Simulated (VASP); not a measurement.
# Pt (P6_3/mmc) in VASP: a series of runs

Pt is run at these levels: PBE; tasks: relaxation of cell and atoms, single point.

All numbers are computed with VASP 6.6.1; they aren't measurements. Logs are shortened: lines on timing, memory, paths and dates and some standing lists are left out, and cuts for length are marked.

## (1) The cell of the first run

It takes space group P6_3/mmc (No. 194, hexagonal). Conventional cell: a = 2.786 Å, b = 2.786 Å, c = 9.332 Å, α = 90.00°, β = 90.00°, γ = 120.00°. Within 3.7 Å of Pt (site symmetry -3m) lie 12 Pt at 2.79 to 2.83 Å. Within 3.7 Å of Pt (site symmetry -6m2) lie 12 Pt at 2.79 to 2.83 Å.

## (2) Relaxation of cell and atoms, PBE

File INCAR:

```
SYSTEM = Pt
PREC = Accurate ; ENCUT = 600
EDIFF = 1E-7 ; ISMEAR = 0
SIGMA = 0.1 ; LREAL = .False.
LASPH = .True. ; NELM = 100
ALGO = Normal ; ISIF = 3
LWAVE = .False. ; LCHARG = .False.
GGA = PE ; IBRION = 2
NSW = 100 ; EDIFFG = -0.01
```

File KPOINTS:

```
Automatic mesh
0
Gamma
  18 18 6
  0 0 0
```

File POSCAR:

```
Pt
1.0
    2.7862601618      0.0000000000      0.0000000000
   -1.3931300809      2.4129720817      0.0000000000
    0.0000000000      0.0000000000      9.3321448856
Pt
4
Direct
    0.0000000000      0.0000000000      0.0000000000
    0.0000000000      0.0000000000      0.5000000000
    0.3333333333      0.6666666667      0.7500000000
    0.6666666667      0.3333333333      0.2500000000
```

Potentials or basis: VASP PAW PBE potentials, release 64 (Pt).

The run is started by

```
$ cat potpaw_PBE.64/Pt/POTCAR > POTCAR
$ mpirun -np 1 vasp_std > vasp.out
```

OUTCAR:

```text
SYSTEM = Pt
   PREC = Accurate
   ENCUT = 600
   EDIFF = 1E-7
   ISMEAR = 0
   LREAL = .False.
   LASPH = .True.
   NELM = 100
   ISIF = 3
   GGA = PE
   IBRION = 2
   NSW = 100
   EDIFFG = -0.01

 ion  position               nearest neighbor table
   1  0.000  0.000  0.000-   3 2.83   4 2.83   4 2.83   3 2.83   4 2.83   3 2.83
   2  0.000  0.000  0.500-   3 2.83   4 2.83   4 2.83   3 2.83   4 2.83   3 2.83
   3  0.333  0.667  0.750-   1 2.83   2 2.83   1 2.83   2 2.83   1 2.83   2 2.83
   4  0.667  0.333  0.250-   1 2.83   2 2.83   1 2.83   2 2.83   1 2.83   2 2.83

  LATTYP: Found a hexagonal cell.
 ALAT       =     2.7862601618
 C/A-ratio  =     3.3493444056

  Lattice vectors:

 A1 = (   2.7862601618,   0.0000000000,   0.0000000000)
 A2 = (  -1.3931300809,   2.4129720817,   0.0000000000)
 A3 = (   0.0000000000,   0.0000000000,   9.3321448856)

Analysis of symmetry for initial positions (statically):
=====================================================================
 Subroutine PRICEL returns:
 Original cell was already a primitive cell.

 Routine SETGRP: Setting up the symmetry group for a
 hexagonal supercell.

 Subroutine GETGRP returns: Found 24 space group operations
 (whereof 12 operations were pure point group operations)
 out of a pool of 24 trial point group operations.

The static configuration has the point symmetry D_3d.
 The point group associated with its full space group is D_6h.

Analysis of symmetry for dynamics (positions and initial velocities):
=====================================================================
 Subroutine PRICEL returns:
 Original cell was already a primitive cell.

 Routine SETGRP: Setting up the symmetry group for a
 hexagonal supercell.

 Subroutine GETGRP returns: Found 24 space group operations
 (whereof 12 operations were pure point group operations)
 out of a pool of 24 trial point group operations.

The dynamic configuration has the point symmetry D_3d.
 The point group associated with its full space group is D_6h.

 Subroutine INISYM returns: Found 24 space group operations
 (whereof 12 operations are pure point group operations),
 and found     1 'primitive' translations

----------------------------------------------------------------------------------------

                                     Primitive cell

  volume of cell :      62.7416

  direct lattice vectors                    reciprocal lattice vectors
     2.786260162  0.000000000  0.000000000     0.358904030  0.207213338  0.000000000
    -1.393130081  2.412972082  0.000000000     0.000000000  0.414426676  0.000000000
     0.000000000  0.000000000  9.332144886     0.000000000  0.000000000  0.107156502

  length of vectors
     2.786260162  2.786260162  9.332144886     0.414426676  0.414426676  0.107156502

  position of ions in fractional coordinates (direct lattice)
     0.000000000  0.000000000  0.000000000
     0.000000000  0.000000000  0.500000000
     0.333333333  0.666666667  0.750000000
     0.666666667  0.333333333  0.250000000

  ion indices of the primitive-cell ions
   primitive index   ion index
                 1           1
                 2           2
                 3           3
                 4           4

----------------------------------------------------------------------------------------

 KPOINTS: Automatic mesh

Automatic generation of k-mesh.
 Grid dimensions read from file:
 generate k-points for:   18   18    6

 Generating k-lattice:

  Cartesian coordinates                     Fractional coordinates (reciprocal lattice)
     0.019939113  0.011511852  0.000000000     0.055555556  0.000000000  0.000000000
     0.000000000  0.023023704  0.000000000     0.000000000  0.055555556  0.000000000
     0.000000000  0.000000000  0.017859417     0.000000000  0.000000000  0.166666667

  Length of vectors
     0.023023704  0.023023704  0.017859417

  Shift w.r.t. Gamma in fractional coordinates (k-lattice)
     0.000000000  0.000000000  0.000000000

 Subroutine IBZKPT returns following result:
 ===========================================

 Found    148 irreducible k-points:

 Following reciprocal coordinates:
            Coordinates               Weight
  0.000000  0.000000  0.000000      1.000000
  0.055556  0.000000  0.000000      6.000000
  0.111111  0.000000  0.000000      6.000000
  0.166667  0.000000  0.000000      6.000000
  0.222222 -0.000000  0.000000      6.000000
  0.277778 -0.000000  0.000000      6.000000
[... 16 lines left out ...]
  0.333333  0.111111  0.000000     12.000000
  0.388889  0.111111  0.000000     12.000000
 [... further k-points ...]
   k-points           NKPTS =    148   k-points in BZ     NKDIM =    148   number of bands    NBANDS=     24
   number of dos      NEDOS =    301   number of ions     NIONS =      4
   total plane-waves  NPLWV =  46080
   dimension x,y,z NGX =    24 NGY =   24 NGZ =   80
   dimension x,y,z NGXF=    48 NGYF=   48 NGZF=  160
   ions per type =               4
   NGX,Y,Z   is equivalent  to a cutoff of  14.32, 14.32, 14.25 a.u.
   NGXF,Y,Z  is equivalent  to a cutoff of  28.64, 28.64, 28.50 a.u.
 SYSTEM =  Pt
   PREC   = accura    normal or accurate (medium, high low for compatibility)
   ISTART =      0    job   : 0-new  1-cont  2-samecut
   ICHARG =      2    charge: 1-file 2-atom 10-const
   ISPIN  =      1    spin polarized calculation?
   LNONCOLLINEAR =      F non collinear calculations
   LSORBIT =      F    spin-orbit coupling
   LASPH  =      T    aspherical Exc in radial PAW
   ENCUT  =  600.0 eV  44.10 Ry    6.64 a.u.   5.56  5.56 18.64*2*pi/ulx,y,z
   NELM   =    100;   NELMIN=  2; NELMDL= -5     # of ELM steps
   EDIFF  = 0.1E-06   stopping-criterion for ELM
   LREAL  =      F    real-space projection
   EDIFFG = -.1E-01   stopping-criterion for IOM
   NSW    =    100    number of steps for IOM
   IBRION =      2    ionic relax: 0-MD 1-quasi-New 2-CG
   NFREE  =      1    steps in history (QN), initial steepest desc. (CG)
   ISIF   =      3    stress and relaxation
   ISYM   =      2    0-nonsym 1-usesym 2-fastsym
   POTIM  = 0.5000    time-step for ionic-motion
   TEBEG  =    0.0;   TEEND  =   0.0 temperature during run
   PSTRESS=    0.0 pullay stress
   NELECT =      40.0000    total number of electrons
   NUPDOWN=      -1.0000    fix difference up-down
   EMIN   =  10.00;   EMAX   =-10.00  energy-range for DOS
   EFERMI =   0.00;   METHOD = LEGACY
   ISMEAR =     0;   SIGMA  =   0.10  broadening in eV -4-tet -1-fermi 0-gaus
   EFERMI_NEDOS =   21; number of points for ismear=-14 and -15
   IALGO  =     38    algorithm
   IMIX   =      4    mixing-type and parameters
     AMIX     =   0.40;   BMIX     =  1.00
     AMIX_MAG =   1.60;   BMIX_MAG =  1.00
  volume/ion in A,a.u.               =      15.69       105.85
  Fermi-wavevector in a.u.,A,eV,Ry     =   1.408996  2.662616 27.011225  1.985269
  Thomas-Fermi vector in A             =   2.531097
   LORBIT       =      0    0 simple, 1 ext, 2 COOP (PROOUT), +10 PAW based schemes
   GGA     = PE    functional components
   LHFCALC =     F    Hartree Fock is set to
   AEXX    =    0.0000 exact exchange contribution
   IVDW    =     0    specifies the selected vdW correction
   LEPSILON=     F    determine dielectric tensor
   LRPA    =     F    only Hartree local field effects (RPA)
 conjugate gradient relaxation of ions
 non-spin polarized calculation
 Gauss-broadening in eV      SIGMA  =   0.10
  energy-cutoff  :      600.00
  volume of cell :       62.74
 maximum number of plane-waves:      2131
 NGX is ok and might be reduce to    24
   NGX = 11   NGY = 11   NGZ = 37

--------------------------------------- Ionic step        1  -------------------------------------------

 number of electron      39.9999996 magnetization

 Free energy of the ion-electron system (eV)
  ---------------------------------------------------
  ext. energy  EPLUGINS =         0.00000000
  ---------------------------------------------------
  free energy    TOTEN  =       -24.29010033 eV

  energy without entropy =      -24.25105650  energy(sigma->0) =      -24.27057841

------------------------ aborting loop because EDIFF is reached ----------------------------------------

  FORCE on cell =-STRESS in cart. coord.  units (eV):
  Direction    XX          YY          ZZ          XY          YZ          ZX
  --------------------------------------------------------------------------------------
  -------------------------------------------------------------------------------------
  Total       -0.2190348     -0.2190348     -0.0000010      0.0000000     -0.0000000      0.0000000
  in kB       -5.5933009     -5.5933009     -0.0000259      0.0000000     -0.0000000      0.0000000
  external PRESSURE =      -3.7288759 kB  Pullay stress =       0.0000000 kB
[... 137 lines left out ...]
  energy  without entropy=      -24.2520999223  energy(sigma->0) =      -24.27129966

--------------------------------------- Ionic step        5  -------------------------------------------

 number of electron      39.9999998 magnetization

 Free energy of the ion-electron system (eV)
  ---------------------------------------------------
  ext. energy  EPLUGINS =         0.00000000
  ---------------------------------------------------
  free energy    TOTEN  =       -24.29051039 eV

  energy without entropy =      -24.25222552  energy(sigma->0) =      -24.27136796

 E-fermi :  10.5592     XC(G=0): -13.2627

 val. band max:       10.5563815638   @ k =   0.4444  -0.0000   0.1667
 cond. band min:      10.5600282428   @ k =   0.5000   0.0000   0.0000
 fundamental gap:      0.0036466790
 Fermi energy:        10.5592142594

 k-point     1 :       0.0000    0.0000    0.0000
  band No.  band energies     occupation
      1       0.7538      2.00000
      2       2.6211      2.00000
      3       2.6266      2.00000
      4       3.5197      2.00000
      5       6.5874      2.00000
      6       6.6336      2.00000
[... 637 lines left out ...]
     23      13.0484      0.00000
     24      15.5362      0.00000

 [... further k-points ...]
[... 5 lines left out ...]
  --------------------------------------------------------------------------------------
  -------------------------------------------------------------------------------------
  Total        0.0136884      0.0136884      0.0104345      0.0000000      0.0000000     -0.0000000
  in kB        0.3500702      0.3500702      0.2668522      0.0000000      0.0000000     -0.0000000
  external PRESSURE =       0.3223309 kB  Pullay stress =       0.0000000 kB
[... 19 lines left out ...]
  FREE ENERGIE OF THE ION-ELECTRON SYSTEM (eV)
  ---------------------------------------------------
  free  energy   TOTEN  =       -24.2905103945 eV

  energy  without entropy=      -24.2522255174  energy(sigma->0) =      -24.27136796

 reached required accuracy - stopping structural energy minimisation
```

It took 9.6 min on 1 thread of Intel Xeon Platinum 8488C (Sapphire Rapids), shared host; peak memory 0.35 GiB.

Results:

* Free energy: -24.2905 eV
* Relaxed volume: 15.66 Å³/atom
* Relaxed cell: a = 2.781 Å, b = 2.781 Å, c = 9.353 Å, α = 90.00°, β = 90.00°, γ = 120.00°
* Space group after relaxing (to 0.05 Å): P6_3/mmc (No. 194)
* Energy gained by relaxing: 0.1 meV/atom
* Ionic steps: 5
* Pressure after relaxing: 0.0 GPa

The path:
```tsv
step	energy change (eV)	largest force (eV/Å)	pressure (GPa)	volume (Å³)
1	0.0000	0.0000	-0.37	62.74
2	0.0003	0.0000	0.96	62.41
3	-0.0002	0.0000	0.15	62.61
4	-0.0004	0.0000	0.05	62.64
5	-0.0004	0.0000	0.03	62.65
```

Final structure:
```xyz
4
Lattice="2.7810 0.0000 0.0000 -1.3905 2.4085 0.0000 0.0000 0.0000 9.3533" Properties=species:S:1:pos:R:3 pbc="T T T"
Pt    0.0000    0.0000    0.0000
Pt    0.0000    0.0000    4.6766
Pt    0.0000    1.6056    7.0150
Pt    1.3905    0.8028    2.3383
```

Caveat: the bands computed are all filled at some k points, so no gap is given; spin-orbit coupling is left out, which moves the levels of the heavy elements.

## (3) Single point, PBE

This run uses another cell than the first one, of 20.64 Å³/atom, 1.316 times its volume.

File INCAR:

```
SYSTEM = Pt
PREC = Accurate ; ENCUT = 520
EDIFF = 1E-6 ; ISMEAR = 0
SIGMA = 0.1 ; LREAL = .FALSE.
LASPH = .TRUE. ; NELM = 100
ALGO = Normal ; ISIF = 2
LWAVE = .FALSE. ; LCHARG = .TRUE.
GGA = PE ; LELF = .TRUE.
LVHAR = .TRUE. ; NBANDS = 28
```

File KPOINTS:

```
Automatic mesh
0
G
  6 6 2
  0 0 0
```

File POSCAR:

```
Pt
1.0
    4.3609752053      0.0000000000      0.0000000000
   -2.1804876027      3.7767153131      0.0000000000
    0.0000000000      0.0000000000      5.0123498658
Pt
4
Direct
    0.0000000000      0.0000000000      0.2500000000
    0.0000000000      0.0000000000      0.7500000000
    0.3333333333      0.6666666667      0.7500000000
    0.6666666667      0.3333333333      0.2500000000
```

Potentials or basis: VASP PAW PBE potentials, release 64 (Pt).

The run is started by

```
$ cat potpaw_PBE.64/Pt/POTCAR > POTCAR
$ mpirun -np 1 vasp_std > vasp.out
```

Wall time 16 s (1 thread of Intel Xeon Platinum 8559C (Emerald Rapids), shared host); peak memory 0.19 GiB.

Results (log left out):

| Quantity | Value |
| --- | --- |
| Free energy | -21.0166 eV |
| Pressure | -0.5 GPa |
| Band gap on the k mesh | zero (band 20 reaches 7.20 eV, above the bottom of band 21 at 5.60 eV) |

Stress tensor (GPa, compression positive):
```
-0.46  0.00  0.00
 0.00 -0.46  0.00
 0.00  0.00 -0.62
```

Levels at points of the mesh, in eV from the Fermi level:
```
           k point  band 16  band 17  band 18  band 19  band 20  band 21  band 22  band 23  band 24  band 25
(0.00, 0.00, 0.00)    -1.40    -0.48    -0.48    -0.21    -0.21     0.15     0.68     4.39     6.94     6.94
(0.50, 0.00, 0.00)    -0.45    -0.29    -0.12    -0.07     0.26     0.84     1.19     2.37     3.33     5.24
(0.00, 0.00, 0.50)    -2.09    -0.99    -0.99    -0.80    -0.80    -0.80    -0.80     7.99     7.99     8.68
(0.50, 0.00, 0.50)    -0.62    -0.53    -0.53    -0.16    -0.16    -0.03    -0.03     1.52     1.52     5.47
```

Caveat: the k points lie up to 0.63 Å⁻¹ apart; spin-orbit coupling is left out, which moves the levels of the heavy elements.

## (4) Relaxation of cell and atoms, PBE

This run uses another cell than the first one, of 17.05 Å³/atom, 1.087 times its volume.

File INCAR:

```
PREC     = Accurate       # precision mode
ENCUT    = 600            # plane-wave cutoff, eV
EDIFF    = 1E-6           # SCF threshold, eV
ISMEAR   = 0              # smearing method
SIGMA    = 0.1            # smearing width, eV
LREAL    = False          # projectors in reciprocal space
LASPH    = True           # aspherical terms in the spheres
NELM     = 100            # most SCF steps
ALGO     = Normal         # electronic algorithm
ISIF     = 3              # what is computed and relaxed
LWAVE    = False          # write WAVECAR
LCHARG   = False          # write CHGCAR
GGA      = PE             # functional
IBRION   = 2              # ionic algorithm
NSW      = 90             # ionic steps
EDIFFG   = -0.04          # ionic threshold
```

File KPOINTS:

```
Automatic mesh
0
Gamma
  6 6 2
```

File POSCAR:

```
Pt
1.0
    3.0691535342      0.0000000000      0.0000000000
   -1.5345767671      2.6579649287      0.0000000000
    0.0000000000      0.0000000000      8.3590766987
Pt
4
Direct
    0.0000000000      0.0000000000      0.2500000000
    0.0000000000      0.0000000000      0.7500000000
    0.3333333333      0.6666666667      0.7500000000
    0.6666666667      0.3333333333      0.2500000000
```

The run is started by

```
$ cat potpaw_PBE.64/Pt/POTCAR > POTCAR
$ mpirun -np 1 vasp_std > vasp.out
```

Run time: 9.1 min. Hardware: 1 thread of Intel Xeon Platinum 8559C (Emerald Rapids), shared host; peak memory 0.24 GiB.

Results (log left out):

| Item | Value |
| --- | --- |
| Free energy | -20.9660 eV |
| Relaxed volume | 20.53 Å³/atom |
| Relaxed cell | a = 4.350 Å, b = 4.350 Å, c = 5.009 Å, α = 90.00°, β = 90.00°, γ = 120.00° |
| Space group after relaxing (to 0.05 Å) | P6_3/mmc (No. 194) |
| Energy gained by relaxing | 15261.3 meV/atom |
| Ionic steps | 32 |
| Pressure after relaxing | 0.1 GPa |
| Band gap on the k mesh | zero (band 20 reaches 7.28 eV, above the bottom of band 21 at 5.67 eV) |

Stress tensor (GPa, compression positive):
```
 0.18  0.00  0.00
 0.00  0.18  0.00
 0.00  0.00 -0.19
```

Step by step:
| step | energy change (eV) | largest force (eV/Å) | pressure (GPa) | volume (Å³) |
| --- | --- | --- | --- | --- |
| 1 | 0.0000 | 0.0000 | 361.25 | 68.19 |
| 2 | 313.5198 | 0.0000 | -47.95 | 976.30 |
| 3 | -26.0322 | 0.0000 | -37.44 | 332.55 |
| 4 | -49.0630 | 0.0000 | -13.40 | 224.34 |
| 5 | -51.7963 | 0.0000 | -11.67 | 198.61 |
| 6 | -57.7913 | 0.0000 | 2.23 | 124.88 |
| 7 | -57.7040 | 0.0000 | -4.47 | 133.35 |
| 8 | -57.8212 | 0.0000 | -0.59 | 127.92 |
| 9 | -57.8174 | 0.0000 | 0.62 | 126.55 |
| 10 | -57.8222 | 0.0000 | 0.61 | 125.73 |
| 11 | -57.8350 | 0.0000 | 0.61 | 123.72 |
| 12 | -57.8401 | 0.0000 | 0.11 | 124.05 |
| 13 | -57.8426 | 0.0000 | -1.03 | 124.82 |
| 14 | -57.8432 | 0.0000 | -0.71 | 124.59 |
| 15 | -57.8461 | 0.0000 | -0.73 | 124.22 |
| 16 | -57.8556 | 0.0000 | -0.80 | 123.09 |
| 17 | -57.8785 | 0.0000 | -0.92 | 120.82 |
| 18 | -57.9573 | 0.0000 | -1.06 | 116.26 |
| 19 | -58.3328 | 0.0000 | -1.98 | 107.04 |
| 20 | -60.2999 | 0.0000 | -2.11 | 88.24 |
| 21 | -16.7844 | 0.0000 | 296.41 | 49.15 |
| 22 | -60.5029 | 0.0000 | -1.29 | 86.44 |
| 23 | -59.0878 | 0.0000 | 38.19 | 69.65 |
| 24 | -60.8434 | 0.0000 | 1.79 | 82.64 |
| 25 | -60.9219 | 0.0000 | 9.52 | 77.69 |
| 26 | -60.9604 | 0.0000 | 5.87 | 79.63 |
| 27 | -60.9553 | 0.0000 | 7.49 | 78.70 |
| 28 | -61.0265 | 0.0000 | 3.19 | 80.56 |
| 29 | -61.0447 | 0.0000 | -0.47 | 82.39 |
| 30 | -61.0450 | 0.0000 | -0.11 | 82.19 |
| 31 | -61.0450 | 0.0000 | 0.03 | 82.12 |
| 32 | -61.0450 | 0.0000 | 0.05 | 82.10 |

Final structure:
```
CELL_PARAMETERS angstrom
4.35033 0.00000 0.00000
-2.17516 3.76749 0.00000
0.00000 0.00000 5.00925
ATOMIC_POSITIONS crystal
Pt 0.00000 0.00000 0.25000
Pt 0.00000 0.00000 0.75000
Pt 0.33333 0.66667 0.75000
Pt 0.66667 0.33333 0.25000
```

Levels at points of the mesh, in eV from the Fermi level:
```tsv
k point	band 16	band 17	band 18	band 19	band 20	band 21	band 22	band 23	band 24
(0.00, 0.00, 0.00)	-1.41	-0.48	-0.48	-0.21	-0.21	0.16	0.65	4.40	6.97
(0.50, 0.00, 0.00)	-0.46	-0.29	-0.12	-0.07	0.27	0.86	1.21	2.37	3.34
(0.00, 0.00, 0.50)	-2.11	-1.00	-1.00	-0.80	-0.80	-0.80	-0.80	8.01	8.01
(0.50, 0.00, 0.50)	-0.62	-0.52	-0.52	-0.15	-0.15	-0.04	-0.04	1.54	1.54
```

Caveat: the k points lie up to 0.63 Å⁻¹ apart in the final cell; the volume moved by over 15 % at a fixed basis, so the end points are rough; spin-orbit coupling is left out, which moves the levels of the heavy elements.

(Part 1 of 2 ends here.)
